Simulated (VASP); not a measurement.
A run of VASP 6.6.1:

The input INCAR:

```
SYSTEM = FeO
  ALGO = Normal
  EDIFF = 1E-7
  ENCUT = 520
  GGA = PE
  ISIF = 2
  ISMEAR = -1
  ISPIN = 2
  LASPH = .TRUE.
  LCHARG = .TRUE.
  LELF = .TRUE.
  LMAXMIX = 4
  LORBIT = 11
  LREAL = .FALSE.
  LVHAR = .TRUE.
  LWAVE = .FALSE.
  MAGMOM = 3 0
  NBANDS = 18
  NELM = 150
  PREC = Accurate
  SIGMA = 0.05
```

File KPOINTS:

```
k-points
0
G
  10 10 10
  0 0 0
```

The input POSCAR:

```
FeO
1.0
    0.0000000000      2.3496915246      2.3496915246
    2.3496915246      0.0000000000      2.3496915246
    2.3496915246      2.3496915246      0.0000000000
Fe O
1 1
Direct
    0.0000000000      0.0000000000      0.0000000000
    0.2500000000      0.2500000000      0.2500000000
```

Potentials or basis: VASP PAW PBE potentials, release 64 (Fe, O).

The run is started by

```bash
$ cat potpaw_PBE.64/Fe/POTCAR potpaw_PBE.64/O/POTCAR > POTCAR
$ mpirun -np 1 vasp_std > vasp.out
```

Hardware: 1 thread of Intel(R) Xeon(R) Platinum 8488C (Sapphire Rapids), on a shared host.

Estimate the wall time of this run.

Wall time 72 s on 1 thread of Intel(R) Xeon(R) Platinum 8488C (Sapphire Rapids), with other jobs on the host, peak memory 0.19 GiB. Counts: scf iterations 17, k points 47.
